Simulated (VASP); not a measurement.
Wanted: the native input for a VASP 6.6.1 run.

| Item | Value |
| --- | --- |
| Task | single point |
| Functional | PBEsol |
| Potentials or basis | VASP PAW PBE potentials, release 64 (Hf_pv, H) |
| Cutoff | 520 eV |
| k mesh | 16 × 16 × 16 |
| Occupations | gaussian, width 0.1 eV |
| Spin | no spin polarisation |
| Dipole correction | no |
| Further INCAR settings | ALGO = Normal; EDIFF = 1e-06; NBANDS = 13 |

The structure of HfH2 lies in POSCAR:

```
HfH2
1.0
   -1.7574016405      1.7574016405      2.1818475039
    1.7574016405     -1.7574016405      2.1818475039
    1.7574016405      1.7574016405     -2.1818475039
Hf H
1 2
Direct
    0.0000000000      0.0000000000      0.0000000000
    0.7500000000      0.2500000000      0.5000000000
    0.2500000000      0.7500000000      0.5000000000
```

The input as run:

INCAR

```
SYSTEM = HfH2
ALGO     = Normal         ! electronic algorithm
EDIFF    = 1E-6           ! SCF threshold, eV
ENCUT    = 520            ! plane-wave cutoff, eV
GGA      = PS             ! functional
ISIF     = 2              ! what is computed and relaxed
ISMEAR   = 0              ! smearing method
LASPH    = .True.         ! aspherical terms in the spheres
LCHARG   = .False.        ! write CHGCAR
LREAL    = .False.        ! projectors in reciprocal space
LWAVE    = .False.        ! write WAVECAR
NBANDS   = 13             ! bands
NELM     = 60             ! most SCF steps
PREC     = Accurate       ! precision mode
SIGMA    = 0.1            ! smearing width, eV
```

KPOINTS

```
k-points
0
Gamma
  16 16 16
  0 0 0
```

Potentials or basis: VASP PAW PBE potentials, release 64 (Hf_pv, H).

Command:

```console
$ cat potpaw_PBE.64/Hf_pv/POTCAR potpaw_PBE.64/H/POTCAR > POTCAR
$ mpirun -np 1 vasp_std > vasp.out
```

Results of the run:

```json
{"Pressure": "-8.6 GPa", "Band gap on the k mesh": "zero (bands 6 and 7 overlap by 1.13 eV)"}
```

Caveat: the cell stands under tension; the PAW data sets were made with another functional, which shifts forces and pressure a little; spin-orbit coupling is left out, which moves the levels of the heavy elements.

Wall time 110 s on 1 thread of Oxide Virtual Turin-like Processor (shared host), peak memory 0.23 GiB.
